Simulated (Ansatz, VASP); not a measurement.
**One calculation of Pt, two programs**

```
Pt
1.0
     2.87405    0.02736    0.03967
    -1.41333    2.41605   -0.01835
     0.06886    0.00297    5.03888
Pt
2
Direct
  0.69497 0.28025 0.78197
  0.30503 0.71975 0.21803
```

Alike in both runs: task single point; functional PBEsol; k mesh 14 × 16 × 8; occupations gaussian, width 0.1 eV; no spin polarisation.

|  | VASP | Ansatz |
| --- | --- | --- |
| version | VASP 6.6.1 | Ansatz 0.2.0 |
| potentials or method | VASP PAW PBE potentials, release 64 (Pt), cutoff 520 eV | scalar-relativistic, plane waves, PAW |
| valence electrons in the cell | 20 | 36 |

Ansatz gave:

* gap on the k mesh at the Fermi level (eV): none
* pressure (GPa): -18.8
* traceless stress, the component that is largest in VASP (GPa): 5.22
* rms of the force components (eV/Å): 0.982

Problem. What did VASP give for the same quantities?

Solution. gap on the k mesh at the Fermi level (eV): none; pressure (GPa): -19.1; traceless stress, the component that is largest in VASP (GPa): 5.17; rms of the force components (eV/Å): 0.971.

VASP's potentials were made for PBE, not for PBEsol. Atom by atom the forces differ by 0.012 eV/Å (rms over components). A gap of «none» marks a metal or a gap that the smearing closes. VASP's potentials hold 20 valence electrons a cell and Ansatz's 36, so a difference there can come from the potentials and not from the codes.

Neither program's run includes spin-orbit coupling.
